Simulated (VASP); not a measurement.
## MnS: single point with LDA

The system is MnS.

```
Mn S
1.0
     0.00000    2.61225    2.61225
     2.61225    0.00000    2.61225
     2.61225    2.61225    0.00000
Mn S
1 1
Cartesian
  0.0000 0.0000 0.0000
  2.6122 2.6122 2.6122
```

```yaml
Program: VASP 6.6.1
Task: single point
Functional: LDA
Potentials_or_basis: VASP PAW LDA potentials, release 64 (Mn_pv, S)
Cutoff: 520 eV
k_mesh: 6 × 6 × 6
Occupations: gaussian, width 0.05 eV
Spin: non-collinear spin, twin_end start, spin-orbit coupling
Starting_moments: "[[0.0, -0.0, 4.27], [-0.0, -0.0, 0.22]] μB"
```

| Property | Result |
| --- | --- |
| Pressure | -13.4 GPa |
| Net moment | 4.45 μB per cell |
| Valence electrons inside the program's atomic spheres | Mn 11.34; S 3.68 |

Moments on the atoms (μB; x, y, z):
```
Mn  0.00 0.00 4.05
S   0.00 0.00 0.08
```

It took 110 s on 1 thread of Intel Xeon 8259CL, on a shared host, peak memory 0.23 GiB.

Caveat: the cell stands under tension; a cell with one magnetic atom can't hold antiferromagnetic order, which such compounds often take.
